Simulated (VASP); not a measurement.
**Mg3Sn2N2: single point with PBE**

The system is Mg3Sn2N2.

```xyz
7
Lattice="3.4622 -3.3244 0.0000 3.4622 3.3244 0.0000 0.0000 0.0000 7.5186" Properties=species:S:1:pos:R:3 pbc="T T T"
Mg    1.9234    0.0000    0.0000
Mg    5.0010    0.0000    0.0000
Mg    3.4622    0.0000    3.7593
Sn    0.0000    0.0000    2.2249
Sn    0.0000    0.0000    5.2937
N     3.4622   -1.9315    3.7593
N     3.4622    1.9315    3.7593
```

The cell was built from a structure type or drawn by symmetry, and may not be a known phase.

```
Program             : VASP 6.6.1
Task                : single point
Functional          : PBE
Potentials or basis : VASP PAW PBE potentials, release 64 (Mg, Sn_d, N)
Cutoff              : 520 eV
k mesh              : 4 × 4 × 3
Occupations         : gaussian, width 0.2 eV
Spin                : no spin polarisation
```

```
Pressure               : 0.0 GPa
Largest force          : 0.036 eV/Å
Band gap on the k mesh : zero (bands 22 and 23 overlap by 1.28 eV)
```

Forces in eV/Å, atoms in the order of the input:
```
Mg   0.014  0.000  0.000
Mg  -0.014  0.000  0.000
Mg   0.000  0.000  0.000
Sn   0.000  0.000  0.036
Sn   0.000  0.000 -0.036
N    0.000  0.022  0.000
N    0.000 -0.022  0.000
```

Stress tensor (GPa, compression positive):
```
 0.08  0.00  0.00
 0.00  0.05  0.00
 0.00  0.00 -0.03
```

Levels at points of the mesh, in eV from the Fermi level:
| k point | band 20 | band 21 | band 22 | band 23 | band 24 | band 25 |
| --- | --- | --- | --- | --- | --- | --- |
| (0.00, 0.00, 0.00) | -1.31 | -0.82 | 0.35 | 0.64 | 0.78 | 1.56 |
| (0.50, 0.00, 0.00) | -1.31 | -1.15 | -0.43 | 1.14 | 1.58 | 2.64 |
| (0.50, 0.50, 0.00) | -1.42 | -1.25 | -1.15 | -0.93 | -0.30 | 1.75 |

It took 31 s on 1 thread of Intel(R) Xeon(R) 6975P-C (Granite Rapids) (shared host), peak memory 0.28 GiB.

Caveat: spin-orbit coupling is left out, which moves the levels of the heavy elements.
